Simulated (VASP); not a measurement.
# Si in VASP: notebook, part 2 of 2

VASP 6.6.1.

### Step 3. Single point, PBE

Contents of INCAR:

```
PREC = Accurate ; ENCUT = 520
EDIFF = 1E-6 ; ISMEAR = 0
SIGMA = 0.05 ; LREAL = F
LASPH = T ; NELM = 100
ALGO = Normal ; ISIF = 2
LWAVE = F ; LCHARG = F
GGA = PE ; NBANDS = 11
```

Contents of KPOINTS:

```
regular mesh
0
Gamma
  8 8 8
```

Contents of POSCAR:

```
Si
1.0
    0.0000000000      2.6870207955      2.8306020594
    2.6870207955      0.0000000000      2.8306020594
    2.6870207955      2.6870207955      0.0000000000
Si
2
Direct
    0.5000000000      0.5000000000      0.5000000000
    0.7500000000      0.7500000000      0.7500000000
```

Potentials or basis: VASP PAW PBE potentials, release 64 (Si).

On the command line:

```sh
$ cat potpaw_PBE.64/Si/POTCAR > POTCAR
$ mpirun -np 1 vasp_std > vasp.out
```

OUTCAR:

```text
PREC = Accurate
   ENCUT = 520
   EDIFF = 1E-6
   ISMEAR = 0
   LREAL = F
   LASPH = T
   NELM = 100
   ISIF = 2
   GGA = PE

 ion  position               nearest neighbor table
   1  0.500  0.500  0.500-   2 2.37   2 2.37   2 2.37   2 2.37
   2  0.750  0.750  0.750-   1 2.37   1 2.37   1 2.37   1 2.37

  LATTYP: Found a body centered tetragonal cell.
 ALAT       =     3.8000212514
 C/A-ratio  =     1.4897822260

  Lattice vectors:

 A1 = (  -2.6870207955,   0.0000000000,   2.8306020594)
 A2 = (   2.6870207955,   0.0000000000,   2.8306020594)
 A3 = (   0.0000000000,   2.6870207955,  -2.8306020594)

Analysis of symmetry for initial positions (statically):
=====================================================================
 Subroutine PRICEL returns:
 Original cell was already a primitive cell.

 Routine SETGRP: Setting up the symmetry group for a
 body centered tetragonal supercell.

 Subroutine GETGRP returns: Found 16 space group operations
 (whereof  8 operations were pure point group operations)
 out of a pool of 16 trial point group operations.

The static configuration has the point symmetry D_2d.
 The point group associated with its full space group is D_4h.

Analysis of symmetry for dynamics (positions and initial velocities):
=====================================================================
 Subroutine PRICEL returns:
 Original cell was already a primitive cell.

 Routine SETGRP: Setting up the symmetry group for a
 body centered tetragonal supercell.

 Subroutine GETGRP returns: Found 16 space group operations
 (whereof  8 operations were pure point group operations)
 out of a pool of 16 trial point group operations.

The dynamic configuration has the point symmetry D_2d.
 The point group associated with its full space group is D_4h.

 Subroutine INISYM returns: Found 16 space group operations
 (whereof  8 operations are pure point group operations),
 and found     1 'primitive' translations

----------------------------------------------------------------------------------------

[... 116 lines left out ...]
   LORBIT       =      0    0 simple, 1 ext, 2 COOP (PROOUT), +10 PAW based schemes
   GGA     = PE    functional components
   LHFCALC =     F    Hartree Fock is set to
   AEXX    =    0.0000 exact exchange contribution
   IVDW    =     0    specifies the selected vdW correction
   LEPSILON=     F    determine dielectric tensor
   LRPA    =     F    only Hartree local field effects (RPA)
 non-spin polarized calculation
 Gauss-broadening in eV      SIGMA  =   0.05
  energy-cutoff  :      520.00
  volume of cell :       40.87
 maximum number of plane-waves:      1118
 NGX is ok and might be reduce to    30
   NGX = 15   NGY = 15   NGZ = 15

 number of electron       8.0000000 magnetization

 Free energy of the ion-electron system (eV)
  ---------------------------------------------------
  ext. energy  EPLUGINS =         0.00000000
  ---------------------------------------------------
  free energy    TOTEN  =       -10.82256594 eV

  energy without entropy =      -10.82256594  energy(sigma->0) =      -10.82256594

 E-fermi :   5.9386     XC(G=0):  -9.3311

 val. band max:        5.7556636021   @ k =   0.0000   0.0000   0.0000
 cond. band min:       6.1254667951   @ k =   0.3750   0.0000   0.3750
 fundamental gap:      0.3698031930
 Fermi energy:         5.9386092646

 k-point     1 :       0.0000    0.0000    0.0000
  band No.  band energies     occupation
      1      -6.1925      2.00000
      2       5.3685      2.00000
      3       5.7557      2.00000
      4       5.7557      2.00000
      5       8.1307      0.00000
      6       8.1307      0.00000
      7       8.3185      0.00000
      8       8.7204      0.00000
      9      12.8539      0.00000
     10      13.5041      0.00000
     11      13.8083      0.00000
[... 309 lines left out ...]
 k-point    24 :       0.3750   -0.0000    0.1250
  band No.  band energies     occupation
      1      -4.6427      2.00000
      2       0.3863      2.00000
      3       3.7949      2.00000
      4       4.0878      2.00000
      5       7.7022      0.00000
      6       9.2749      0.00000
      7      10.0980      0.00000
      8      10.9518      0.00000
      9      14.7659      0.00000
     10      14.9455      0.00000
     11      15.7162      0.00000

 [... further k-points ...]
[... 5 lines left out ...]
  --------------------------------------------------------------------------------------
  -------------------------------------------------------------------------------------
  Total        0.4536634      0.4536634     -0.9378679      0.0000000     -0.0000000      0.0000000
  in kB       17.7825269     17.7825269    -36.7621908      0.0000000     -0.0000000      0.0000000
  external PRESSURE =      -0.3990457 kB  Pullay stress =       0.0000000 kB

 VOLUME and BASIS-vectors are now :
 -----------------------------------------------------------------------------
  energy-cutoff  :      520.00
  volume of cell :       40.87
      direct lattice vectors                 reciprocal lattice vectors
     0.000000000  2.687020796  2.830602059    -0.186079691  0.186079691  0.176640866
     2.687020796  0.000000000  2.830602059     0.186079691 -0.186079691  0.176640866
     2.687020796  2.687020796  0.000000000     0.186079691  0.186079691 -0.176640866

 POSITION                                       TOTAL-FORCE (eV/Angst)
 -----------------------------------------------------------------------------------
      2.68702      2.68702      2.83060         0.000000      0.000000     -0.000000
      4.03053      4.03053      4.24590        -0.000000     -0.000000      0.000000
 -----------------------------------------------------------------------------------
    total drift:                                0.000000     -0.000000     -0.000000

  FREE ENERGIE OF THE ION-ELECTRON SYSTEM (eV)
  ---------------------------------------------------
  free  energy   TOTEN  =       -10.8225659395 eV

  energy  without entropy=      -10.8225659391  energy(sigma->0) =      -10.82256594
```

It took 12 s on 1 thread of AMD EPYC 9R45 (Zen 5), shared host; peak memory 0.13 GiB.

What came out:

```
Free energy            : -10.8226 eV
Pressure               : 0.0 GPa
Band gap on the k mesh : 0.37 eV (least direct gap 2.29 eV)
```

Levels at points of the mesh, in eV from the valence-band top:
```csv
k point,band 1,band 2,band 3,band 4,band 5,band 6,band 7,band 8
"(0.00, 0.00, 0.00)",-11.95,-0.39,0.00,0.00,2.37,2.37,2.56,2.96
"(0.50, 0.00, 0.00)",-9.66,-7.00,-1.56,-1.06,1.24,3.14,3.42,7.60
"(0.50, 0.50, 0.00)",-8.08,-8.08,-2.66,-2.66,0.90,0.90,9.84,9.84
"(0.50, 0.00, 0.50)",-7.78,-7.78,-3.05,-3.05,0.49,0.49,9.46,9.46
```

Caveat: the cell differs from its parent crystal (strain +e along x and -e along y +0.0000, strain +e along z and -e/2 along x and y +0.0350); the stress differs along the axes, from -4 to 2 GPa; semilocal functionals underestimate gaps, and a narrow one can read as zero. A k mesh can miss the band edges.

### Step 4. Single point, PBE

Contents of INCAR:

```
SYSTEM = Si
  PREC = Accurate
  ENCUT = 520
  EDIFF = 1E-7
  ISMEAR = 0
  SIGMA = 0.05
  LREAL = .False.
  LASPH = .True.
  NELM = 60
  ALGO = Normal
  ISIF = 2
  LWAVE = .False.
  LCHARG = .False.
  GGA = PE
  NBANDS = 11
```

Contents of KPOINTS:

```
Automatic mesh
0
Gamma
  8 8 8
  0 0 0
```

Contents of POSCAR:

```
Si
1.0
    0.0000000000      2.7588114274      2.6870207955
    2.7588114274      0.0000000000      2.6870207955
    2.7588114274      2.7588114274      0.0000000000
Si
2
Direct
    0.5000000000      0.5000000000      0.5000000000
    0.7500000000      0.7500000000      0.7500000000
```

On the command line:

```sh
$ cat potpaw_PBE.64/Si/POTCAR > POTCAR
$ mpirun -np 1 vasp_std > vasp.out
```

Run time: 16 s. Hardware: 1 thread of AMD EPYC 9R45 (Zen 5), shared host; peak memory 0.14 GiB.

Results (log left out):

```yaml
Free_energy: -10.8405 eV
Pressure: -0.1 GPa
Band_gap_on_the_k_mesh: 0.37 eV (least direct gap 2.37 eV)
```

Stress tensor (GPa, compression positive):
```
-0.86  0.00  0.00
 0.00 -0.86  0.00
 0.00  0.00  1.57
```

Levels at points of the mesh, in eV from the valence-band top:
| k point | band 2 | band 3 | band 4 | band 5 | band 6 | band 7 |
| --- | --- | --- | --- | --- | --- | --- |
| (0.00, 0.00, 0.00) | -0.18 | -0.18 | 0.00 | 2.37 | 2.47 | 2.47 |
| (0.50, 0.00, 0.00) | -6.99 | -1.42 | -1.18 | 1.32 | 3.13 | 3.35 |
| (0.50, 0.50, 0.00) | -7.76 | -3.04 | -3.04 | 0.50 | 0.50 | 9.79 |
| (0.50, 0.00, 0.50) | -7.91 | -2.85 | -2.85 | 0.70 | 0.70 | 9.72 |

Caveat: the cell differs from its parent crystal (strain +e along x and -e along y +0.0000, strain +e along z and -e/2 along x and y -0.0175); semilocal functionals underestimate gaps, and a narrow one can read as zero.

### Step 5. Single point, PBE

Contents of INCAR:

```
SYSTEM = Si
ALGO = Normal
EDIFF = 1E-6
ENCUT = 520
GGA = PE
ISIF = 2
ISMEAR = 0
LASPH = .TRUE.
LCHARG = .FALSE.
LREAL = .FALSE.
LWAVE = .FALSE.
NBANDS = 11
NELM = 100
PREC = Accurate
SIGMA = 0.05
```

Contents of KPOINTS:

```
k-points
0
G
  8 8 8
  0 0 0
```

Contents of POSCAR:

```
Si
1.0
    0.0000000000      2.7109510062      2.7827416381
    2.7109510062      0.0000000000      2.7827416381
    2.7109510062      2.7109510062      0.0000000000
Si
2
Direct
    0.5000000000      0.5000000000      0.5000000000
    0.7500000000      0.7500000000      0.7500000000
```

On the command line:

```sh
$ cat potpaw_PBE.64/Si/POTCAR > POTCAR
$ mpirun -np 1 vasp_std > vasp.out
```

It took 13 s on 1 thread of AMD EPYC 9R45 (Zen 5), shared host; peak memory 0.13 GiB.

It converged, with:

```yaml
Free_energy: -10.8403 eV
Pressure: 0.0 GPa
Band_gap_on_the_k_mesh: 0.51 eV (least direct gap 2.46 eV)
```

Stress tensor (GPa, compression positive):
```
 0.83  0.00  0.00
 0.00  0.83  0.00
 0.00  0.00 -1.80
```

Levels at points of the mesh, in eV from the valence-band top:
```csv
k point,band 2,band 3,band 4,band 5,band 6,band 7
"(0.00, 0.00, 0.00)",-0.19,0.00,0.00,2.46,2.46,2.56
"(0.50, 0.00, 0.00)",-6.93,-1.37,-1.12,1.38,3.22,3.38
"(0.50, 0.50, 0.00)",-7.91,-2.72,-2.72,0.83,0.83,9.89
"(0.50, 0.00, 0.50)",-7.76,-2.92,-2.92,0.62,0.62,9.76
```

Caveat: the cell differs from its parent crystal (strain +e along x and -e along y +0.0000, strain +e along z and -e/2 along x and y +0.0175); semilocal functionals underestimate gaps, and a narrow one can read as zero.

### Step 6. Summary

| cell | gap on the mesh (eV) | pressure (GPa) |
| --- | --- | --- |
| a = 3.868 Å, angles 60.0°, 2 atoms | 0.65 | -0.1 |
| a = 3.903, b = 3.903, c = 3.800 Å, angles 60.9, 60.9, 58.3°, 2 atoms | 0.37 | 0.0 |
| a = 3.851, b = 3.851, c = 3.902 Å, angles 59.6, 59.6, 60.9°, 2 atoms | 0.37 | -0.1 |
| a = 3.885, b = 3.885, c = 3.834 Å, angles 60.4, 60.4, 59.1°, 2 atoms | 0.51 | 0.0 |

Alike in all rows: task single point; level PBE; potentials or basis VASP PAW PBE potentials, release 64 (Si); no spin polarisation; k mesh 8 × 8 × 8; cutoff (eV) 520; smearing gaussian 0.05 eV.

Caveats: semilocal functionals underestimate gaps, and a narrow one can read as zero; the stress differs along the axes, from -4 to 2 GPa (at least some runs).

Total energies depend on the potentials used, so only differences within one code and one set of settings carry meaning.
